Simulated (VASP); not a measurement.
# Mg3Sb2 (P-3m1) in VASP: further runs, part 2 of 2

VASP 6.6.1.

## Step 3: Single point, PBE (biaxial strain in the a-b plane: +2.0 %)

INCAR reads:

```
SYSTEM = Mg3Sb2
ALGO = Normal
EDIFF = 1E-6
ENCUT = 600
GGA = PE
GGA_COMPAT = .False.
ISIF = 2
ISMEAR = 0
LASPH = .True.
LCHARG = .False.
LREAL = .False.
LWAVE = .False.
NBANDS = 16
NELM = 120
PREC = Accurate
SIGMA = 0.01
```

KPOINTS reads:

```
k-points
0
Gamma
  12 12 6
  0 0 0
```

POSCAR reads:

```
Mg3Sb2
1.0
    4.6857443988      0.0000000000      0.0000000000
   -2.3428721994      4.0579736850      0.0000000000
    0.0000000000      0.0000000000      7.1869841117
Mg Sb
3 2
Direct
    0.3333333333      0.6666666667      0.6319625088
    0.6666666667      0.3333333333      0.3680374912
    0.0000000000      0.0000000000      0.0000000000
    0.3333333333      0.6666666667      0.2256274185
    0.6666666667      0.3333333333      0.7743725815
```

Potentials or basis: VASP PAW PBE potentials, release 64 (Mg, Sb).

Launch:

```sh
> cat potpaw_PBE.64/Mg/POTCAR potpaw_PBE.64/Sb/POTCAR > POTCAR
> mpirun -np 1 vasp_std > vasp.out
```

OUTCAR:

```text
SYSTEM = Mg3Sb2
   EDIFF = 1E-6
   ENCUT = 600
   GGA = PE
   ISIF = 2
   ISMEAR = 0
   LASPH = .True.
   LREAL = .False.
   NELM = 120
   PREC = Accurate

 ion  position               nearest neighbor table
   1  0.333  0.667  0.632-   5 2.89   5 2.89   5 2.89   4 2.92   2 3.30   2 3.30   2 3.30
   2  0.667  0.333  0.368-   4 2.89   4 2.89   4 2.89   5 2.92   1 3.30   1 3.30   1 3.30
   3  0.000  0.000  0.000-   4 3.15   5 3.15   4 3.15   5 3.15   5 3.15   4 3.15
   4  0.333  0.667  0.226-   2 2.89   2 2.89   2 2.89   1 2.92   3 3.15   3 3.15   3 3.15
   5  0.667  0.333  0.774-   1 2.89   1 2.89   1 2.89   2 2.92   3 3.15   3 3.15   3 3.15

  LATTYP: Found a hexagonal cell.
 ALAT       =     4.6857443988
 C/A-ratio  =     1.5337977278

  Lattice vectors:

 A1 = (   4.6857443988,   0.0000000000,   0.0000000000)
 A2 = (  -2.3428721994,   4.0579736850,   0.0000000000)
 A3 = (   0.0000000000,   0.0000000000,   7.1869841117)

Analysis of symmetry for initial positions (statically):
=====================================================================
 Subroutine PRICEL returns:
 Original cell was already a primitive cell.

 Routine SETGRP: Setting up the symmetry group for a
 hexagonal supercell.

 Subroutine GETGRP returns: Found 12 space group operations
 (whereof 12 operations were pure point group operations)
 out of a pool of 24 trial point group operations.

The static configuration has the point symmetry D_3d.

Analysis of symmetry for dynamics (positions and initial velocities):
=====================================================================
 Subroutine PRICEL returns:
 Original cell was already a primitive cell.

 Routine SETGRP: Setting up the symmetry group for a
 hexagonal supercell.

 Subroutine GETGRP returns: Found 12 space group operations
 (whereof 12 operations were pure point group operations)
[... 124 lines left out ...]
   EFERMI_NEDOS =   21; number of points for ismear=-14 and -15
   IALGO  =     38    algorithm
   IMIX   =      4    mixing-type and parameters
     AMIX     =   0.40;   BMIX     =  1.00
     AMIX_MAG =   1.60;   BMIX_MAG =  1.00
  volume/ion in A,a.u.               =      27.33       184.44
  Fermi-wavevector in a.u.,A,eV,Ry     =   0.800885  1.513453  8.726998  0.641416
  Thomas-Fermi vector in A             =   1.908266
   LORBIT       =      0    0 simple, 1 ext, 2 COOP (PROOUT), +10 PAW based schemes
   GGA     = PE    functional components
   LHFCALC =     F    Hartree Fock is set to
   AEXX    =    0.0000 exact exchange contribution
   IVDW    =     0    specifies the selected vdW correction
   LEPSILON=     F    determine dielectric tensor
   LRPA    =     F    only Hartree local field effects (RPA)
 non-spin polarized calculation
 Gauss-broadening in eV      SIGMA  =   0.01
  energy-cutoff  :      600.00
  volume of cell :      136.66
 maximum number of plane-waves:      4613
 NGX is ok and might be reduce to    40
   NGX = 19   NGY = 19   NGZ = 29

 number of electron      16.0000000 magnetization

 Free energy of the ion-electron system (eV)
  ---------------------------------------------------
  ext. energy  EPLUGINS =         0.00000000
  ---------------------------------------------------
  free energy    TOTEN  =       -14.61693412 eV

  energy without entropy =      -14.61686709  energy(sigma->0) =      -14.61690060

 E-fermi :   4.1755     XC(G=0):  -8.6379

 val. band max:        4.1701568283   @ k =   0.0833  -0.0000   0.0000
 cond. band min:       4.1775048064   @ k =   0.0000   0.4167   0.3333
 fundamental gap:      0.0073479781
 Fermi energy:         4.1755332570

 k-point     1 :       0.0000    0.0000    0.0000
  band No.  band energies     occupation
      1      -5.9683      2.00000
      2      -4.7310      2.00000
      3      -0.5576      2.00000
      4       2.9712      2.00000
      5       2.9712      2.00000
      6       3.6972      2.00000
[... 433 lines left out ...]
      3      -0.1437      2.00000
      4       1.7415      2.00000
      5       2.2992      2.00000
      6       2.6235      2.00000
[... 8 lines left out ...]
     15       8.1134      0.00000
     16       8.8151      0.00000

 [... further k-points ...]
[... 5 lines left out ...]
  --------------------------------------------------------------------------------------
  -------------------------------------------------------------------------------------
  Total       -1.5201564     -1.5201564      0.2094377      0.0000000      0.0000000     -0.0000000
  in kB      -17.8223245    -17.8223245      2.4554487      0.0000000      0.0000000     -0.0000000
  external PRESSURE =     -11.0630668 kB  Pullay stress =       0.0000000 kB

 VOLUME and BASIS-vectors are now :
 -----------------------------------------------------------------------------
  energy-cutoff  :      600.00
  volume of cell :      136.66
      direct lattice vectors                 reciprocal lattice vectors
     4.685744399  0.000000000  0.000000000     0.213413263  0.123214205  0.000000000
    -2.342872199  4.057973685  0.000000000     0.000000000  0.246428409  0.000000000
     0.000000000  0.000000000  7.186984112     0.000000000  0.000000000  0.139140422

 POSITION                                       TOTAL-FORCE (eV/Angst)
 -----------------------------------------------------------------------------------
     -0.00000      2.70532      4.54190        -0.000000      0.000000      0.092042
      2.34287      1.35266      2.64508        -0.000000     -0.000000     -0.092042
      0.00000      0.00000      0.00000        -0.000000      0.000000      0.000000
     -0.00000      2.70532      1.62158         0.000000      0.000000     -0.015120
      2.34287      1.35266      5.56540        -0.000000      0.000000      0.015120
 -----------------------------------------------------------------------------------
    total drift:                                0.000000      0.000000      0.000000

  FREE ENERGIE OF THE ION-ELECTRON SYSTEM (eV)
  ---------------------------------------------------
  free  energy   TOTEN  =       -14.6169341166 eV

  energy  without entropy=      -14.6168670861  energy(sigma->0) =      -14.61690060
```

OSZICAR:

```text
N       E                     dE             d eps       ncg     rms          rms(c)
DAV:   1     0.464010379545E+02    0.46401E+02   -0.54667E+03  3200   0.844E+02
DAV:   2    -0.116142049709E+02   -0.58015E+02   -0.52186E+02  4096   0.116E+02
DAV:   3    -0.151863978977E+02   -0.35722E+01   -0.35222E+01  4408   0.299E+01
DAV:   4    -0.152329217175E+02   -0.46524E-01   -0.46519E-01  3736   0.393E+00
DAV:   5    -0.152337546390E+02   -0.83292E-03   -0.83291E-03  4448   0.596E-01    0.429E+00
DAV:   6    -0.147206754896E+02    0.51308E+00   -0.53872E-01  3952   0.293E+00    0.252E+00
DAV:   7    -0.146180159771E+02    0.10266E+00   -0.38517E-01  4296   0.252E+00    0.103E+00
DAV:   8    -0.146170787606E+02    0.93722E-03   -0.25294E-02  3400   0.784E-01    0.836E-02
DAV:   9    -0.146168633077E+02    0.21545E-03   -0.10535E-03  4304   0.187E-01    0.354E-02
DAV:  10    -0.146169103362E+02   -0.47028E-04   -0.11421E-04  3856   0.574E-02    0.288E-02
DAV:  11    -0.146169315592E+02   -0.21223E-04   -0.24707E-05  3704   0.255E-02    0.100E-02
DAV:  12    -0.146169334393E+02   -0.18801E-05   -0.34724E-06  3936   0.946E-03    0.379E-03
DAV:  13    -0.146169341166E+02   -0.67733E-06   -0.14098E-06  3248   0.512E-03
   1 F= -.14616934E+02 E0= -.14616901E+02  d E =-.670305E-04
```

stdout:

```text
POSCAR found type information on POSCAR MgSb
 POSCAR found :  2 types and       5 ions
 scaLAPACK will be used
 LDA part: xc-table for (Slater+PW92), standard interpolation
 POSCAR, INCAR and KPOINTS ok, starting setup
 FFT: planning ... GRIDC
 FFT: planning ... GRID_SOFT
 FFT: planning ... GRID
 WAVECAR not read
 entering main loop
```

It took 3 min on 1 thread of Oxide Virtual Turin-like, shared host; peak memory 0.43 GiB.

What came out:

```
Free energy            : -14.6169 eV
Pressure               : -1.1 GPa
Largest force          : 0.092 eV/Å
Band gap on the k mesh : zero (bands 8 and 9 overlap by 0.07 eV)
```

Forces on the atoms (eV/Å):
```
Mg   0.000  0.000  0.092
Mg   0.000  0.000 -0.092
Mg   0.000  0.000  0.000
Sb   0.000  0.000 -0.015
Sb   0.000  0.000  0.015
```

Caveat: the cell differs from its parent crystal (biaxial strain in the a-b plane: +2.0 %); semilocal functionals underestimate gaps, and a narrow one can read as zero; spin-orbit coupling is left out, which moves the levels of the heavy elements.

## Step 4: Single point, PBE (biaxial strain in the a-b plane: +4.0 %, then relaxed in part)

INCAR reads:

```
PREC = Accurate ; ENCUT = 600
EDIFF = 1E-6 ; ISMEAR = 0
SIGMA = 0.01 ; LREAL = F
LASPH = T ; NELM = 120
ALGO = Normal ; ISIF = 2
LWAVE = F ; LCHARG = F
GGA = PE ; NBANDS = 16
GGA_COMPAT = F
```

KPOINTS reads:

```
regular mesh
0
Gamma
  12 12 6
```

POSCAR reads:

```
Mg3Sb2
1.0
    4.7776217399      0.0000000000      0.0000000000
   -2.3888108700      4.1375417964      0.0000000000
    0.0000000000      0.0000000000      7.1017902794
Mg Sb
3 2
Direct
    0.3333333333      0.6666666667      0.6395041780
    0.6666666667      0.3333333333      0.3604958220
    0.0000000000      0.0000000000      0.0000000000
    0.3333333333      0.6666666667      0.2268250260
    0.6666666667      0.3333333333      0.7731749740
```

Launch:

```sh
> cat potpaw_PBE.64/Mg/POTCAR potpaw_PBE.64/Sb/POTCAR > POTCAR
> mpirun -np 1 vasp_std > vasp.out
```

Wall time 3.4 min (1 thread of Oxide Virtual Turin-like, shared host); peak memory 0.44 GiB.

The run converged. Its results:

| Item | Value |
| --- | --- |
| Free energy | -14.5371 eV |
| Pressure | -2.1 GPa |
| Largest force | 0.010 eV/Å |
| Band gap on the k mesh | zero (bands 8 and 9 overlap by 0.24 eV) |

Forces on the atoms (eV/Å):
```
Mg   0.000  0.000 -0.001
Mg   0.000  0.000  0.001
Mg   0.000  0.000  0.000
Sb   0.000  0.000 -0.010
Sb   0.000  0.000  0.010
```

Stress tensor (GPa, compression positive):
```
-3.14  0.00  0.00
 0.00 -3.14  0.00
 0.00  0.00  0.03
```

Levels at points of the mesh, in eV from the Fermi level:
| k point | band 6 | band 7 | band 8 | band 9 | band 10 | band 11 |
| --- | --- | --- | --- | --- | --- | --- |
| (0.00, 0.00, 0.00) | -0.58 | -0.58 | 0.16 | 0.58 | 0.58 | 2.66 |
| (0.50, 0.00, 0.00) | -2.42 | -2.07 | -0.91 | 0.06 | 1.72 | 2.23 |
| (0.00, 0.00, 0.50) | -1.00 | -0.94 | -0.94 | 1.28 | 1.35 | 2.29 |
| (0.50, 0.00, 0.50) | -1.71 | -1.58 | -1.33 | 0.36 | 1.40 | 1.79 |

Caveat: the cell differs from its parent crystal (biaxial strain in the a-b plane: +4.0 %, then relaxed in part); semilocal functionals underestimate gaps, and a narrow one can read as zero; spin-orbit coupling is left out, which moves the levels of the heavy elements.

## Step 5: Overview

```tsv
cell	gap on the mesh (eV)	pressure (GPa)	largest force (eV/Å)
a = 4.686, b = 4.686, c = 7.193 Å, angles 90.0, 90.0, 120.0°, 5 atoms, atomic positions A	none	-1.1	0.02
a = 4.686, b = 4.686, c = 7.187 Å, angles 90.0, 90.0, 120.0°, 5 atoms, atomic positions B	none	-1.1	0.09
a = 4.778, b = 4.778, c = 7.102 Å, angles 90.0, 90.0, 120.0°, 5 atoms, atomic positions C	none	-2.1	0.01
```

Alike in all rows: task single point; level PBE; potentials or basis VASP PAW PBE potentials, release 64 (Mg, Sb); no spin polarisation; k mesh 12 × 12 × 6; cutoff (eV) 600; smearing gaussian 0.01 eV.

Caveats: semilocal functionals underestimate gaps, and a narrow one can read as zero; spin-orbit coupling is left out, which moves the levels of the heavy elements.

Total energies depend on the potentials used, so only differences within one code and one set of settings carry meaning.

The gap in the log of VASP goes by the Fermi energy; the results here count the filled bands.